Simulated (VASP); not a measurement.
# SnO2 (Ima2) in VASP: notebook, part 2 of 2

VASP 6.6.1.

## Step 3: Single point, LDA (all Sn atoms moved +0.150 Å, as atom 1 along Cartesian [1 0 0])

INCAR

```
SYSTEM = SnO2
PREC     = Accurate       ! precision mode
ENCUT    = 520            ! plane-wave cutoff, eV
EDIFF    = 1E-7           ! SCF threshold, eV
ISMEAR   = 0              ! smearing method
SIGMA    = 0.05           ! smearing width, eV
LREAL    = .FALSE.        ! projectors in reciprocal space
LASPH    = .TRUE.         ! aspherical terms in the spheres
NELM     = 60             ! most SCF steps
ALGO     = Normal         ! electronic algorithm
ISIF     = 2              ! what is computed and relaxed
LWAVE    = .FALSE.        ! write WAVECAR
LCHARG   = .FALSE.        ! write CHGCAR
NBANDS   = 35             ! bands
```

KPOINTS

```
Automatic mesh
0
G
  10 10 10
  0 0 0
```

POSCAR

```
SnO2
1.0
   -1.9861130355      1.9861130355      5.0901677926
    1.9861130355     -1.9861130355      5.0901677926
    1.9861130355      1.9861130355     -5.0901677926
Sn O
2 4
Direct
    0.7500000000      0.2877622012      0.5377622012
    0.0000000000      0.0377622012      0.0377622012
    0.7969975836      0.7969975836      0.0000000000
    0.9530024164      0.4530024164      0.5000000000
    0.2030024164      0.2030024164      0.0000000000
    0.5469975836      0.0469975836      0.5000000000
```

Potentials or basis: VASP PAW LDA potentials, release 64 (Sn_d, O).

On the command line:

```console
cat potpaw_LDA.64/Sn_d/POTCAR potpaw_LDA.64/O/POTCAR > POTCAR
mpirun -np 1 vasp_std > vasp.out
```

OUTCAR:

```text
SYSTEM = SnO2
   PREC = Accurate
   ENCUT = 520
   EDIFF = 1E-7
   ISMEAR = 0
   LREAL = .FALSE.
   LASPH = .TRUE.
   NELM = 60
   ISIF = 2

 ion  position               nearest neighbor table
   1  0.750  0.288  0.538-   3 1.90   5 2.05   5 2.05   6 2.07   4 2.07   3 2.19   2 3.23   2 3.23
                             2 3.23   2 3.23
   2  0.000  0.038  0.038-   4 1.90   6 2.05   6 2.05   5 2.07   3 2.07   4 2.19   1 3.23   1 3.23
                             1 3.23   1 3.23
   3  0.797  0.797  0.000-   1 1.90   2 2.07   1 2.19
   4  0.953  0.453  0.500-   2 1.90   1 2.07   2 2.19
   5  0.203  0.203  0.000-   1 2.05   1 2.05   2 2.07
   6  0.547  0.047  0.500-   2 2.05   2 2.05   1 2.07

[... 1122 lines left out ...]
  Total        4.9545211      0.0161115      0.5477403      0.0000000      0.0000000      0.0000000
  in kB       98.8353381      0.3214002     10.9266062      0.0000000      0.0000000      0.0000000
  external PRESSURE =      36.6944482 kB  Pullay stress =       0.0000000 kB

 VOLUME and BASIS-vectors are now :
 -----------------------------------------------------------------------------
  energy-cutoff  :      520.00
  volume of cell :       80.32
      direct lattice vectors                 reciprocal lattice vectors
    -1.986113036  1.986113036  5.090167793     0.000000000  0.251748008  0.098228589
     1.986113036 -1.986113036  5.090167793     0.251748008  0.000000000  0.098228589
     1.986113036  1.986113036 -5.090167793     0.251748008  0.251748008  0.000000000

 POSITION                                       TOTAL-FORCE (eV/Angst)
 -----------------------------------------------------------------------------------
      0.15000      1.98611      2.54508        -2.888230     -0.000000     -0.389919
      0.15000      0.00000      0.00000        -2.888230     -0.000000      0.389919
      0.00000      0.00000      8.11370         2.725238      0.000000      0.356544
     -0.00000      1.98611      4.61172         2.725238     -0.000000     -0.356544
      0.00000      0.00000      2.06663         0.162992      0.000000      0.034488
      0.00000      1.98611      0.47845         0.162992      0.000000     -0.034488
 -----------------------------------------------------------------------------------
    total drift:                                0.000467     -0.000000      0.000002

  FREE ENERGIE OF THE ION-ELECTRON SYSTEM (eV)
  ---------------------------------------------------
  free  energy   TOTEN  =       -41.3259232374 eV

  energy  without entropy=      -41.3259232374  energy(sigma->0) =      -41.32592324
```

OSZICAR:

```text
N       E                     dE             d eps       ncg     rms          rms(c)
DAV:   1     0.643167482979E+03    0.64317E+03   -0.25410E+04 12994   0.227E+03
DAV:   2     0.572445446015E+02   -0.58592E+03   -0.55178E+03 13018   0.603E+02
DAV:   3    -0.423849323619E+02   -0.99629E+02   -0.98005E+02 12993   0.211E+02
DAV:   4    -0.477034375022E+02   -0.53185E+01   -0.52797E+01 14972   0.535E+01
DAV:   5    -0.478463626569E+02   -0.14293E+00   -0.14272E+00 14695   0.923E+00    0.163E+01
DAV:   6    -0.413672858120E+02    0.64791E+01   -0.18428E+01 19616   0.685E+01    0.647E+00
DAV:   7    -0.414242032407E+02   -0.56917E-01   -0.23389E+00 13255   0.844E+00    0.331E+00
DAV:   8    -0.413438168600E+02    0.80386E-01   -0.27546E-01 18719   0.513E+00    0.805E-01
DAV:   9    -0.413256117746E+02    0.18205E-01   -0.50205E-02 18919   0.370E+00    0.141E-01
DAV:  10    -0.413259057639E+02   -0.29399E-03   -0.44759E-03 13570   0.458E-01    0.999E-02
DAV:  11    -0.413259322108E+02   -0.26447E-04   -0.62931E-04 17635   0.181E-01    0.313E-02
DAV:  12    -0.413259217484E+02    0.10462E-04   -0.71168E-05 17001   0.893E-02    0.747E-03
DAV:  13    -0.413259237141E+02   -0.19657E-05   -0.11034E-05 14822   0.255E-02    0.528E-03
DAV:  14    -0.413259232137E+02    0.50046E-06   -0.11949E-06 15682   0.143E-02    0.118E-03
DAV:  15    -0.413259232374E+02   -0.23771E-07   -0.38375E-07 12635   0.393E-03
   1 F= -.41325923E+02 E0= -.41325923E+02  d E =-.913250E-17
```

Run time: 19 min. Hardware: 1 thread of Oxide Virtual Turin-like, shared host; peak memory 0.48 GiB.

What came out:

```
Free energy            : -41.3259 eV
Pressure               : 3.7 GPa
Largest force          : 2.914 eV/Å
Band gap on the k mesh : 1.80 eV (least direct gap 2.12 eV)
```

Forces in eV/Å, atoms in the order of the input:
```
Sn  -2.888  0.000 -0.390
Sn  -2.888  0.000  0.390
O    2.725  0.000  0.357
O    2.725  0.000 -0.357
O    0.163  0.000  0.034
O    0.163  0.000 -0.034
```

Levels at points of the mesh, in eV from the valence-band top:
| k point | band 22 | band 23 | band 24 | band 25 | band 26 | band 27 | band 28 | band 29 | band 30 | band 31 |
| --- | --- | --- | --- | --- | --- | --- | --- | --- | --- | --- |
| (0.00, 0.00, 0.00) | -1.01 | -0.65 | -0.60 | -0.42 | -0.33 | 1.80 | 5.66 | 9.00 | 9.64 | 9.69 |
| (0.50, 0.00, 0.00) | -1.12 | -0.76 | -0.74 | -0.57 | -0.35 | 5.11 | 6.25 | 7.80 | 8.52 | 9.73 |
| (0.00, 0.50, 0.00) | -1.13 | -0.83 | -0.79 | -0.55 | -0.37 | 5.02 | 6.26 | 7.87 | 8.68 | 9.79 |
| (0.50, 0.50, 0.00) | -0.90 | -0.78 | -0.78 | -0.04 | -0.04 | 7.33 | 7.33 | 7.67 | 7.67 | 8.77 |
| (0.50, 0.50, 0.50) | -2.52 | -1.05 | -0.98 | -0.30 | -0.23 | 4.37 | 4.44 | 7.29 | 7.46 | 11.98 |

Caveat: the cell differs from its parent crystal (all Sn atoms moved +0.150 Å, as atom 1 along Cartesian [1 0 0]); the stress differs along the axes, from 0 to 10 GPa; spin-orbit coupling is left out, which moves the levels of the heavy elements; forces of over 1 eV/Å act on the atoms, so gaps and moduli don't describe the material at rest. A k mesh can miss the band edges.
